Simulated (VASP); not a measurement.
# Ca (P6_3/mmc) in VASP: relaxation of cell and atoms with PBEsol

Aim: the relaxation of cell and atoms of Ca with PBEsol.

All numbers are computed with VASP 6.6.1; they aren't measurements. Logs are shortened: lines on timing, memory, paths and dates and some standing lists are left out, and cuts for length are marked.

### 1 The cell of the first run

The structure is hexagonal, space group P6_3/mmc (No. 194). Conventional cell: a = 3.382 Å, b = 3.382 Å, c = 6.445 Å, α = 90.00°, β = 90.00°, γ = 120.00°. Within 4.4 Å of Ca (site symmetry -6m2) lie 12 Ca at 3.38 to 3.77 Å.

This isn't the form of Ca at room conditions, which is fcc.

### 2 Relaxation of cell and atoms, PBEsol

File INCAR:

```
  PREC = Accurate
  ENCUT = 500
  EDIFF = 1E-7
  ISMEAR = 0
  SIGMA = 0.1
  LREAL = F
  LASPH = T
  NELM = 120
  ALGO = Normal
  ISIF = 3
  LWAVE = F
  LCHARG = F
  GGA = PS
  IBRION = 2
  NSW = 80
  EDIFFG = -0.01
  GGA_COMPAT = F
  NELMIN = 4
```

File KPOINTS:

```
regular mesh
0
Gamma
  12 12 8
```

File POSCAR:

```
Ca
1.0
    3.3823362313      0.0000000000      0.0000000000
   -1.6911681156      2.9291891005      0.0000000000
    0.0000000000      0.0000000000      6.4451738692
Ca
2
Direct
    0.3333333333      0.6666666667      0.2500000000
    0.6666666667      0.3333333333      0.7500000000
```

Potentials or basis: VASP PAW PBE potentials, release 64 (Ca_sv).

Started as:

```sh
$ cat potpaw_PBE.64/Ca_sv/POTCAR > POTCAR
$ mpirun -np 1 vasp_std > vasp.out
```

OUTCAR:

```text
PREC = Accurate
   ENCUT = 500
   EDIFF = 1E-7
   ISMEAR = 0
   LREAL = F
   LASPH = T
   NELM = 120
   ISIF = 3
   GGA = PS
   IBRION = 2
   NSW = 80
   EDIFFG = -0.01
   NELMIN = 4

 ion  position               nearest neighbor table
   1  0.333  0.667  0.250-
   2  0.667  0.333  0.750-

  LATTYP: Found a hexagonal cell.
 ALAT       =     3.3823362313
 C/A-ratio  =     1.9055390796

  Lattice vectors:

 A1 = (   3.3823362313,   0.0000000000,   0.0000000000)
 A2 = (  -1.6911681156,   2.9291891005,   0.0000000000)
 A3 = (   0.0000000000,   0.0000000000,   6.4451738692)

Analysis of symmetry for initial positions (statically):
=====================================================================
 Subroutine PRICEL returns:
 Original cell was already a primitive cell.

 Routine SETGRP: Setting up the symmetry group for a
 hexagonal supercell.

 Subroutine GETGRP returns: Found 24 space group operations
 (whereof 12 operations were pure point group operations)
 out of a pool of 24 trial point group operations.

The static configuration has the point symmetry D_3d.
 The point group associated with its full space group is D_6h.

Analysis of symmetry for dynamics (positions and initial velocities):
=====================================================================
 Subroutine PRICEL returns:
 Original cell was already a primitive cell.

 Routine SETGRP: Setting up the symmetry group for a
 hexagonal supercell.

 Subroutine GETGRP returns: Found 24 space group operations
 (whereof 12 operations were pure point group operations)
 out of a pool of 24 trial point group operations.

The dynamic configuration has the point symmetry D_3d.
 The point group associated with its full space group is D_6h.

 Subroutine INISYM returns: Found 24 space group operations
 (whereof 12 operations are pure point group operations),
 and found     1 'primitive' translations

----------------------------------------------------------------------------------------

                                     Primitive cell

  volume of cell :      63.8556

  direct lattice vectors                    reciprocal lattice vectors
     3.382336231  0.000000000  0.000000000     0.295653635  0.170695705  0.000000000
    -1.691168116  2.929189100  0.000000000     0.000000000  0.341391411  0.000000000
     0.000000000  0.000000000  6.445173869     0.000000000  0.000000000  0.155154852

  length of vectors
     3.382336231  3.382336231  6.445173869     0.341391411  0.341391411  0.155154852

  position of ions in fractional coordinates (direct lattice)
     0.333333333  0.666666667  0.250000000
     0.666666667  0.333333333  0.750000000

  ion indices of the primitive-cell ions
   primitive index   ion index
                 1           1
                 2           2

----------------------------------------------------------------------------------------

 KPOINTS: regular mesh

Automatic generation of k-mesh.
 Grid dimensions read from file:
 generate k-points for:   12   12    8

 Generating k-lattice:

  Cartesian coordinates                     Fractional coordinates (reciprocal lattice)
     0.024637803  0.014224642  0.000000000     0.083333333  0.000000000  0.000000000
     0.000000000  0.028449284  0.000000000     0.000000000  0.083333333  0.000000000
     0.000000000  0.000000000  0.019394357     0.000000000  0.000000000  0.125000000

  Length of vectors
     0.028449284  0.028449284  0.019394357

  Shift w.r.t. Gamma in fractional coordinates (k-lattice)
     0.000000000  0.000000000  0.000000000

 Subroutine IBZKPT returns following result:
 ===========================================

 Found     95 irreducible k-points:

 Following reciprocal coordinates:
            Coordinates               Weight
  0.000000  0.000000  0.000000      1.000000
  0.083333  0.000000  0.000000      6.000000
  0.166667  0.000000  0.000000      6.000000
  0.250000  0.000000  0.000000      6.000000
  0.333333  0.000000  0.000000      6.000000
  0.416667 -0.000000  0.000000      6.000000
[... 16 lines left out ...]
  0.250000  0.000000  0.125000     12.000000
  0.333333  0.000000  0.125000     12.000000
 [... further k-points ...]
   k-points           NKPTS =     95   k-points in BZ     NKDIM =     95   number of bands    NBANDS=     14
   number of dos      NEDOS =    301   number of ions     NIONS =      2
   total plane-waves  NPLWV =  37632
   dimension x,y,z NGX =    28 NGY =   28 NGZ =   48
   dimension x,y,z NGXF=    56 NGYF=   56 NGZF=   96
   ions per type =               2
   NGX,Y,Z   is equivalent  to a cutoff of  13.76, 13.76, 12.38 a.u.
   NGXF,Y,Z  is equivalent  to a cutoff of  27.52, 27.52, 24.76 a.u.
 SYSTEM =  unknown system
   PREC   = accura    normal or accurate (medium, high low for compatibility)
   ISTART =      0    job   : 0-new  1-cont  2-samecut
   ICHARG =      2    charge: 1-file 2-atom 10-const
   ISPIN  =      1    spin polarized calculation?
   LNONCOLLINEAR =      F non collinear calculations
   LSORBIT =      F    spin-orbit coupling
   LASPH  =      T    aspherical Exc in radial PAW
   ENCUT  =  500.0 eV  36.75 Ry    6.06 a.u.   6.17  6.17 11.75*2*pi/ulx,y,z
   NELM   =    120;   NELMIN=  4; NELMDL= -5     # of ELM steps
   EDIFF  = 0.1E-06   stopping-criterion for ELM
   LREAL  =      F    real-space projection
   EDIFFG = -.1E-01   stopping-criterion for IOM
   NSW    =     80    number of steps for IOM
   IBRION =      2    ionic relax: 0-MD 1-quasi-New 2-CG
   NFREE  =      1    steps in history (QN), initial steepest desc. (CG)
   ISIF   =      3    stress and relaxation
   ISYM   =      2    0-nonsym 1-usesym 2-fastsym
   POTIM  = 0.5000    time-step for ionic-motion
   TEBEG  =    0.0;   TEEND  =   0.0 temperature during run
   PSTRESS=    0.0 pullay stress
   NELECT =      20.0000    total number of electrons
   NUPDOWN=      -1.0000    fix difference up-down
   EMIN   =  10.00;   EMAX   =-10.00  energy-range for DOS
   EFERMI =   0.00;   METHOD = LEGACY
   ISMEAR =     0;   SIGMA  =   0.10  broadening in eV -4-tet -1-fermi 0-gaus
   EFERMI_NEDOS =   21; number of points for ismear=-14 and -15
   IALGO  =     38    algorithm
   IMIX   =      4    mixing-type and parameters
     AMIX     =   0.40;   BMIX     =  1.00
     AMIX_MAG =   1.60;   BMIX_MAG =  1.00
  volume/ion in A,a.u.               =      31.93       215.46
  Fermi-wavevector in a.u.,A,eV,Ry     =   1.111779  2.100958 16.817523  1.236053
  Thomas-Fermi vector in A             =   2.248346
   LORBIT       =      0    0 simple, 1 ext, 2 COOP (PROOUT), +10 PAW based schemes
   GGA     = PS    functional components
   LHFCALC =     F    Hartree Fock is set to
   AEXX    =    0.0000 exact exchange contribution
   IVDW    =     0    specifies the selected vdW correction
   LEPSILON=     F    determine dielectric tensor
   LRPA    =     F    only Hartree local field effects (RPA)
 conjugate gradient relaxation of ions
 non-spin polarized calculation
 Gauss-broadening in eV      SIGMA  =   0.10
  energy-cutoff  :      500.00
  volume of cell :       63.86
 maximum number of plane-waves:      1656
 NGX is ok and might be reduce to    28
   NGX = 13   NGY = 13   NGZ = 23

--------------------------------------- Ionic step        1  -------------------------------------------

 number of electron      19.9999997 magnetization

 Free energy of the ion-electron system (eV)
  ---------------------------------------------------
  ext. energy  EPLUGINS =         0.00000000
  ---------------------------------------------------
  free energy    TOTEN  =        -3.80496151 eV

  energy without entropy =       -3.79584590  energy(sigma->0) =       -3.80040371

------------------------ aborting loop because EDIFF is reached ----------------------------------------

  FORCE on cell =-STRESS in cart. coord.  units (eV):
  Direction    XX          YY          ZZ          XY          YZ          ZX
  --------------------------------------------------------------------------------------
  -------------------------------------------------------------------------------------
  Total        3.8422022      3.8422022      0.0844205      0.0000000     -0.0000000      0.0000000
  in kB       96.4033167     96.4033168      2.1181640      0.0000000     -0.0000000      0.0000000
  external PRESSURE =      64.9749325 kB  Pullay stress =       0.0000000 kB

 VOLUME and BASIS-vectors are now :
 -----------------------------------------------------------------------------
  energy-cutoff  :      500.00
  volume of cell :       63.86
      direct lattice vectors                 reciprocal lattice vectors
     3.382336231  0.000000000  0.000000000     0.295653635  0.170695705  0.000000000
    -1.691168116  2.929189100  0.000000000     0.000000000  0.341391411  0.000000000
     0.000000000  0.000000000  6.445173869     0.000000000  0.000000000  0.155154852
[... 181 lines left out ...]
 POSITION                                       TOTAL-FORCE (eV/Angst)
 -----------------------------------------------------------------------------------
     -0.00000      2.22278      1.59940        -0.000000      0.000000      0.000000
      1.92499      1.11139      4.79819         0.000000     -0.000000      0.000000
 -----------------------------------------------------------------------------------
    total drift:                               -0.000000      0.000000     -0.000000

  FREE ENERGIE OF THE ION-ELECTRON SYSTEM (eV)
  ---------------------------------------------------
  free  energy   TOTEN  =        -4.2599981422 eV

  energy  without entropy=       -4.2500135172  energy(sigma->0) =       -4.25500583

--------------------------------------- Ionic step        7  -------------------------------------------

 number of electron      19.9999999 magnetization

 Free energy of the ion-electron system (eV)
  ---------------------------------------------------
  ext. energy  EPLUGINS =         0.00000000
  ---------------------------------------------------
  free energy    TOTEN  =        -4.26072994 eV

  energy without entropy =       -4.25121654  energy(sigma->0) =       -4.25597324

 E-fermi :   2.0889     XC(G=0):  -7.9187

 val. band max:        2.0877757774   @ k =   0.2500   0.0833   0.0000
 cond. band min:       2.1426840422   @ k =   0.0000   0.0000   0.1250
 fundamental gap:      0.0549082648
 Fermi energy:         2.0888683337

 k-point     1 :       0.0000    0.0000    0.0000
  band No.  band energies     occupation
      1     -39.7242      2.00000
      2     -39.7085      2.00000
      3     -20.8633      2.00000
      4     -20.7347      2.00000
      5     -20.7347      2.00000
      6     -20.7139      2.00000
      7     -20.7139      2.00000
      8     -20.7071      2.00000
      9      -2.0711      2.00000
     10       0.9712      2.00000
     11       1.8591      1.99884
     12       4.3444      0.00000
     13       4.3930      0.00000
     14       4.3930      0.00000

 k-point     2 :       0.0833    0.0000    0.0000
  band No.  band energies     occupation
      1     -39.7232      2.00000
      2     -39.7079      2.00000
      3     -20.8598      2.00000
      4     -20.7431      2.00000
      5     -20.7373      2.00000
      6     -20.7225      2.00000
      7     -20.7153      2.00000
      8     -20.7083      2.00000
      9      -1.9613      2.00000
     10       1.0792      2.00000
[... 362 lines left out ...]
 k-point    24 :       0.3333    0.0000    0.1250
  band No.  band energies     occupation
      1     -39.7120      2.00000
      2     -39.7036      2.00000
      3     -20.8366      2.00000
      4     -20.8132      2.00000
      5     -20.8033      2.00000
      6     -20.7615      2.00000
      7     -20.7321      2.00000
      8     -20.7286      2.00000
      9      -0.4001      2.00000
     10       1.7380      2.00000
     11       2.4227      0.00000
     12       2.6868      0.00000
     13       3.8445      0.00000
     14       3.8560      0.00000

 [... further k-points ...]
[... 5 lines left out ...]
  --------------------------------------------------------------------------------------
  -------------------------------------------------------------------------------------
  Total        0.0017669      0.0017669     -0.0142091      0.0000000      0.0000000      0.0000000
  in kB        0.0347093      0.0347093     -0.2791242      0.0000000      0.0000000      0.0000000
  external PRESSURE =      -0.0699018 kB  Pullay stress =       0.0000000 kB

 VOLUME and BASIS-vectors are now :
 -----------------------------------------------------------------------------
  energy-cutoff  :      500.00
  volume of cell :       81.56
      direct lattice vectors                 reciprocal lattice vectors
     3.851850355  0.000000000  0.000000000     0.259615486  0.149889070 -0.000000000
    -1.925925177  3.335800259 -0.000000000    -0.000000000  0.299778141 -0.000000000
    -0.000000000  0.000000000  6.347602000    -0.000000000 -0.000000000  0.157539808

 POSITION                                       TOTAL-FORCE (eV/Angst)
 -----------------------------------------------------------------------------------
     -0.00000      2.22387      1.58690         0.000000     -0.000000      0.000000
      1.92593      1.11193      4.76070        -0.000000      0.000000      0.000000
 -----------------------------------------------------------------------------------
    total drift:                               -0.000000      0.000000     -0.000000

  FREE ENERGIE OF THE ION-ELECTRON SYSTEM (eV)
  ---------------------------------------------------
  free  energy   TOTEN  =        -4.2607299396 eV

  energy  without entropy=       -4.2512165390  energy(sigma->0) =       -4.25597324

 reached required accuracy - stopping structural energy minimisation
```

Run time: 2.9 min. Hardware: 1 thread of Intel Xeon 6975P-C (Granite Rapids), shared host; peak memory 0.23 GiB.

What came out:

```yaml
Free_energy: -4.2607 eV
Relaxed_volume: 40.78 Å³/atom
Relaxed_cell: a = 3.852 Å, b = 3.852 Å, c = 6.348 Å, α = 90.00°, β = 90.00°, γ = 120.00°
Space_group_after_relaxing_to_0.1_Å: P6_3/mmc (No. 194)
Energy_gained_by_relaxing: 227.9 meV/atom
Ionic_steps: 7
Pressure_after_relaxing: 0.0 GPa
Band_gap_on_the_k_mesh: zero (bands 10 and 11 overlap by 0.46 eV)
```

Step by step:
```csv
step,energy change (eV),largest force (eV/Å),pressure (GPa),volume (Å³)
1,0.0000,0.0000,6.50,63.86
2,-0.4147,0.0000,1.31,76.40
3,-0.4499,0.0000,0.11,81.02
4,-0.4521,0.0000,-0.21,82.48
5,-0.4520,0.0000,-0.30,82.87
6,-0.4550,0.0000,-0.14,82.12
7,-0.4558,0.0000,-0.01,81.56
```

Final structure:
```
Ca
1.0
     3.85185    0.00000    0.00000
    -1.92593    3.33580    0.00000
     0.00000    0.00000    6.34760
Ca
2
Direct
  0.33333 0.66667 0.25000
  0.66667 0.33333 0.75000
```

Caveat: the volume moved by over 15 % at a fixed basis, so the end points are rough; the PAW data sets were made with another functional, which shifts forces and pressure a little. Zero-point motion and thermal expansion aren't in these numbers.

The gap in the log of VASP goes by the Fermi energy; the results here count the filled bands.